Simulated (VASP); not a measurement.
# C (P6_3/mmc) in VASP: further runs

The runs below take C through single point, with BLYP+D4, LDA.

The COD entry that gives the cell may itself be a prediction, so a difference from it is no test against experiment.

All numbers are computed with VASP 6.6.1; they aren't measurements. Logs are shortened: lines on timing, memory, paths and dates and some standing lists are left out, and cuts for length are marked.

### 1 The cell of the first run

It takes space group P6_3/mmc (No. 194, hexagonal). The conventional cell has a = 2.471 Å, b = 2.471 Å, c = 8.069 Å, α = 90.00°, β = 90.00°, γ = 120.00°. C (site symmetry 3m) has 4 C at 1.51 Å within 2.0 Å. C (site symmetry 3m) has 4 C at 1.51 Å within 2.0 Å.

### 2 Single point, BLYP+D4

Contents of INCAR:

```
SYSTEM = C
PREC = Accurate
ENCUT = 520
EDIFF = 1E-7
ISMEAR = -1
SIGMA = 0.05
LREAL = .FALSE.
LASPH = .TRUE.
NELM = 100
ALGO = Normal
ISIF = 2
LWAVE = .FALSE.
LCHARG = .FALSE.
GGA = B5
ALDAX = 1.0
AGGAX = 1.0
AGGAC = 1.0
ALDAC = 0.0
IVDW = 13
VDW_S6 = 1.0
VDW_S8 = 2.34076671
VDW_A1 = 0.44488865
VDW_A2 = 4.0933009
NBANDS = 26
```

Contents of KPOINTS:

```
regular mesh
0
G
  12 12 4
  0 0 0
```

Contents of POSCAR:

```
C
1.0
    2.4706141248      0.0000000000      0.0000000000
   -1.2353070624      2.1396145950      0.0000000000
    0.0000000000      0.0000000000      8.0689487361
C
8
Direct
    0.6666666667      0.3333333333      0.8437500000
    0.3333333333      0.6666666667      0.3437500000
    0.6666666667      0.3333333333      0.6562500000
    0.3333333333      0.6666666667      0.1562500000
    0.0000000000      0.0000000000      0.9062500000
    0.0000000000      0.0000000000      0.4062500000
    0.0000000000      0.0000000000      0.5937500000
    0.0000000000      0.0000000000      0.0937500000
```

Potentials or basis: VASP PAW PBE potentials, release 64 (C).

The run is started by

```
$ cat potpaw_PBE.64/C/POTCAR > POTCAR
$ mpirun -np 1 vasp_std > vasp.out
```

OUTCAR:

```text
SYSTEM = C
   PREC = Accurate
   ENCUT = 520
   EDIFF = 1E-7
   ISMEAR = -1
   LREAL = .FALSE.
   LASPH = .TRUE.
   NELM = 100
   ISIF = 2
   GGA = B5
   IVDW = 13

 ion  position               nearest neighbor table
   1  0.667  0.333  0.844-   3 1.51   5 1.51   5 1.51   5 1.51
   2  0.333  0.667  0.344-   4 1.51   6 1.51   6 1.51   6 1.51
   3  0.667  0.333  0.656-   1 1.51   7 1.51   7 1.51   7 1.51
   4  0.333  0.667  0.156-   2 1.51   8 1.51   8 1.51   8 1.51
   5  0.000  0.000  0.906-   8 1.51   1 1.51   1 1.51   1 1.51
   6  0.000  0.000  0.406-   7 1.51   2 1.51   2 1.51   2 1.51
   7  0.000  0.000  0.594-   6 1.51   3 1.51   3 1.51   3 1.51
   8  0.000  0.000  0.094-   5 1.51   4 1.51   4 1.51   4 1.51

  LATTYP: Found a hexagonal cell.
 ALAT       =     2.4706141248
 C/A-ratio  =     3.2659688355

  Lattice vectors:

 A1 = (   2.4706141248,   0.0000000000,   0.0000000000)
 A2 = (  -1.2353070624,   2.1396145950,   0.0000000000)
 A3 = (   0.0000000000,   0.0000000000,   8.0689487361)

Analysis of symmetry for initial positions (statically):
=====================================================================
 Subroutine PRICEL returns:
 Original cell was already a primitive cell.

 Routine SETGRP: Setting up the symmetry group for a
 hexagonal supercell.

 Subroutine GETGRP returns: Found 24 space group operations
 (whereof 12 operations were pure point group operations)
 out of a pool of 24 trial point group operations.

The static configuration has the point symmetry D_3d.
 The point group associated with its full space group is D_6h.

Analysis of symmetry for dynamics (positions and initial velocities):
=====================================================================
 Subroutine PRICEL returns:
 Original cell was already a primitive cell.

 Routine SETGRP: Setting up the symmetry group for a
 hexagonal supercell.

 Subroutine GETGRP returns: Found 24 space group operations
 (whereof 12 operations were pure point group operations)
 out of a pool of 24 trial point group operations.

The dynamic configuration has the point symmetry D_3d.
 The point group associated with its full space group is D_6h.

 Subroutine INISYM returns: Found 24 space group operations
 (whereof 12 operations are pure point group operations),
 and found     1 'primitive' translations

----------------------------------------------------------------------------------------

                                     Primitive cell

  volume of cell :      42.6538

[... 107 lines left out ...]
   ISYM   =      2    0-nonsym 1-usesym 2-fastsym
   POTIM  = 0.5000    time-step for ionic-motion
   TEBEG  =    0.0;   TEEND  =   0.0 temperature during run
   PSTRESS=    0.0 pullay stress
   NELECT =      32.0000    total number of electrons
   NUPDOWN=      -1.0000    fix difference up-down
   EMIN   =  10.00;   EMAX   =-10.00  energy-range for DOS
   EFERMI =   0.00;   METHOD = LEGACY
   ISMEAR =    -1;   SIGMA  =   0.05  broadening in eV -4-tet -1-fermi 0-gaus
   EFERMI_NEDOS =   21; number of points for ismear=-14 and -15
   IALGO  =     38    algorithm
   IMIX   =      4    mixing-type and parameters
     AMIX     =   0.40;   BMIX     =  1.00
     AMIX_MAG =   1.60;   BMIX_MAG =  1.00
  volume/ion in A,a.u.               =       5.33        35.98
  Fermi-wavevector in a.u.,A,eV,Ry     =   1.487553  2.811067 30.107147  2.212813
  Thomas-Fermi vector in A             =   2.600699
   LORBIT       =      0    0 simple, 1 ext, 2 COOP (PROOUT), +10 PAW based schemes
   GGA     = B5    functional components
   LHFCALC =     F    Hartree Fock is set to
   AEXX    =    0.0000 exact exchange contribution
   IVDW    =    13    specifies the selected vdW correction
   LEPSILON=     F    determine dielectric tensor
   LRPA    =     F    only Hartree local field effects (RPA)
 non-spin polarized calculation
  energy-cutoff  :      520.00
  volume of cell :       42.65
 maximum number of plane-waves:      1166
   NGX =  9   NGY =  9   NGZ = 31

 number of electron      31.9999992 magnetization

 Free energy of the ion-electron system (eV)
  ---------------------------------------------------
  ext. energy  EPLUGINS =         0.00000000
  ---------------------------------------------------
  free energy    TOTEN  =       -66.29203507 eV

  energy without entropy =      -66.29203507  energy(sigma->0) =      -66.29203507

 E-fermi :  12.0158     XC(G=0): -12.8447

 val. band max:       11.0729587851   @ k =   0.0000   0.0000   0.0000
 cond. band min:      15.9957254518   @ k =   0.4167  -0.0000   0.0000
 fundamental gap:      4.9227666667
 Fermi energy:        12.0158137891

 k-point     1 :       0.0000    0.0000    0.0000
  band No.  band energies     occupation
      1     -11.1112      2.00000
      2      -9.3574      2.00000
      3      -9.3058      2.00000
      4      -5.0228      2.00000
      5      -2.8848      2.00000
      6       4.1868      2.00000
[... 685 lines left out ...]
     25      22.0763      0.00000
     26      24.3930      0.00000

 [... further k-points ...]

------------------------ aborting loop because EDIFF is reached ----------------------------------------

  DFT-D4 for vdW energy calculation

  Edisp (eV):   -3.51302

  FORCE on cell =-STRESS in cart. coord.  units (eV):
  Direction    XX          YY          ZZ          XY          YZ          ZX
  --------------------------------------------------------------------------------------
  -------------------------------------------------------------------------------------
  Total       7.14629     7.14629    11.00534     0.00000    -0.00000    -0.00000
  in kB     268.43156   268.43156   413.38699     0.00000    -0.00000    -0.00000
  external pressure =      316.75 kB  Pullay stress =        0.00 kB

 VOLUME and BASIS-vectors are now :
 -----------------------------------------------------------------------------
  energy-cutoff  :      520.00
  volume of cell :       42.65
      direct lattice vectors                 reciprocal lattice vectors
     2.470614125  0.000000000  0.000000000     0.404757663  0.233686946  0.000000000
    -1.235307062  2.139614595  0.000000000     0.000000000  0.467373892  0.000000000
     0.000000000  0.000000000  8.068948736     0.000000000  0.000000000  0.123931882

 POSITION                                       TOTAL-FORCE (eV/Angst)
 -----------------------------------------------------------------------------------
      1.23531      0.71320      6.80818        -0.000000     -0.000000      0.344912
     -0.00000      1.42641      2.77370        -0.000000      0.000000      0.344912
      1.23531      0.71320      5.29525         0.000000     -0.000000     -0.344912
     -0.00000      1.42641      1.26077         0.000000      0.000000     -0.344912
      0.00000      0.00000      7.31248        -0.000000      0.000000      0.377314
      0.00000      0.00000      3.27801         0.000000      0.000000      0.377314
      0.00000      0.00000      4.79094         0.000000      0.000000     -0.377314
      0.00000      0.00000      0.75646        -0.000000     -0.000000     -0.377314
 -----------------------------------------------------------------------------------
    total drift:                                0.000000      0.000000      0.000000

  FREE ENERGIE OF THE ION-ELECTRON SYSTEM (eV)
  ---------------------------------------------------
  free  energy   TOTEN  =       -69.8050565907 eV

  energy  without entropy=      -69.8050565906  energy(sigma->0) =      -69.80505659
```

OSZICAR:

```text
N       E                     dE             d eps       ncg     rms          rms(c)
DAV:   1     0.739615116890E+02    0.73962E+02   -0.16775E+04  2964   0.120E+03
DAV:   2    -0.647859723556E+02   -0.13875E+03   -0.13052E+03  3954   0.238E+02
DAV:   3    -0.698071763485E+02   -0.50212E+01   -0.49839E+01  3978   0.395E+01
DAV:   4    -0.698514073995E+02   -0.44231E-01   -0.44165E-01  3784   0.415E+00
DAV:   5    -0.698521072742E+02   -0.69987E-03   -0.69942E-03  3924   0.487E-01    0.122E+01
DAV:   6    -0.672131477758E+02    0.26390E+01   -0.18325E+00  3346   0.746E+00    0.719E+00
DAV:   7    -0.662876915137E+02    0.92546E+00   -0.23903E+00  3526   0.865E+00    0.168E+00
DAV:   8    -0.662921274886E+02   -0.44360E-02   -0.49773E-02  3824   0.124E+00    0.937E-02
DAV:   9    -0.662919931351E+02    0.13435E-03   -0.70424E-04  3726   0.166E-01    0.397E-02
DAV:  10    -0.662920364506E+02   -0.43316E-04   -0.52937E-05  3826   0.493E-02    0.707E-03
DAV:  11    -0.662920351086E+02    0.13421E-05   -0.11875E-06  3802   0.689E-03    0.220E-03
DAV:  12    -0.662920350657E+02    0.42838E-07   -0.90384E-08  2982   0.220E-03
   1 F= -.69805057E+02 E0= -.69805057E+02  d E =-.474057E-10
```

stdout:

```text
POSCAR found type information on POSCAR C
 POSCAR found :  1 types and       8 ions
 scaLAPACK will be used
 -----------------------------------------------------------------------------
|                                                                             |
|                                                                             |
|     You enforced a specific xc type in the INCAR file but a different       |
|     I HOPE YOU KNOW WHAT YOU ARE DOING!                                     |
|                                                                             |
 -----------------------------------------------------------------------------

 LDA part: xc-table for (Slater(with rela. corr.)+VWN5), standard interpolation
 POSCAR, INCAR and KPOINTS ok, starting setup
 FFT: planning ... GRIDC
 FFT: planning ... GRID_SOFT
 FFT: planning ... GRID
 WAVECAR not read
 entering main loop
```

It took 53 s on 1 thread of AMD EPYC 9R45 (Zen 5), shared host; peak memory 0.14 GiB.

What came out:

| Item | Value |
| --- | --- |
| Free energy | -69.8051 eV |
| Pressure | 31.7 GPa |
| Largest force | 0.377 eV/Å |
| Band gap on the k mesh | 4.92 eV, indirect (least direct gap 5.50 eV) |
| Dispersion energy per atom | -0.439 eV |

Forces on the atoms (eV/Å):
```
C    0.000  0.000  0.345
C    0.000  0.000  0.345
C    0.000  0.000 -0.345
C    0.000  0.000 -0.345
C    0.000  0.000  0.377
C    0.000  0.000  0.377
C    0.000  0.000 -0.377
C    0.000  0.000 -0.377
```

Caveat: the PAW data sets were made with another functional, which shifts forces and pressure a little.

[end of part 1 of 2]
